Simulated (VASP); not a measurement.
Write the native input for VASP 6.6.1 that does the following.

| Quantity | Value |
| --- | --- |
| Task | single point |
| Functional | LDA |
| Potentials or basis | VASP PAW LDA potentials, release 64 (Ta_sv_GW, N) |
| Cutoff | 600 eV |
| k mesh | 10 × 10 × 10 |
| Occupations | fermi-dirac, width 0.05 eV |
| Spin | no spin polarisation |
| Dipole correction | no |
| Second run | valence_matched |
| Further INCAR settings | ALGO = Normal; EDIFF = 1e-06; NBANDS = 16 |

The structure of TaN lies in POSCAR:

```
TaN
1.0
    0.0000000000      2.2113230000      2.2113230000
    2.2113230000      0.0000000000      2.2113230000
    2.2113230000      2.2113230000      0.0000000000
Ta N
1 1
Direct
    0.5000000000      0.5000000000      0.5000000000
    0.0000000000      0.0000000000      0.0000000000
```

One way to write it, as run:

INCAR

```
SYSTEM = TaN
PREC     = Accurate       ! precision mode
ENCUT    = 600            ! plane-wave cutoff, eV
EDIFF    = 1E-6           ! SCF threshold, eV
ISMEAR   = -1             ! smearing method
SIGMA    = 0.05           ! smearing width, eV
LREAL    = .FALSE.        ! projectors in reciprocal space
LASPH    = .TRUE.         ! aspherical terms in the spheres
NELM     = 120            ! most SCF steps
ALGO     = Normal         ! electronic algorithm
ISIF     = 2              ! what is computed and relaxed
LWAVE    = .FALSE.        ! write WAVECAR
LCHARG   = .FALSE.        ! write CHGCAR
GGA      = CA             ! functional
NBANDS   = 16             ! bands
GGA_COMPAT= .FALSE.
```

KPOINTS

```
regular mesh
0
G
  10 10 10
  0 0 0
```

Potentials or basis: VASP PAW LDA potentials, release 64 (Ta_sv_GW, N).

Launch:

```bash
$ cat potpaw_LDA.64/Ta_sv_GW/POTCAR potpaw_LDA.64/N/POTCAR > POTCAR
$ mpirun -np 1 vasp_std > vasp.out
```

It gave:

| Quantity | Value |
| --- | --- |
| Pressure | -16.3 GPa |
| Band gap on the k mesh | zero (band 9 reaches 15.05 eV, above the bottom of band 10 at 11.14 eV) |

Caveat: spin-orbit coupling is left out, which moves the levels of the heavy elements.

Run time: 12 s on 1 thread of Intel(R) Xeon(R) Platinum 8559C (Emerald Rapids), with other jobs on the host, peak memory 0.16 GiB.
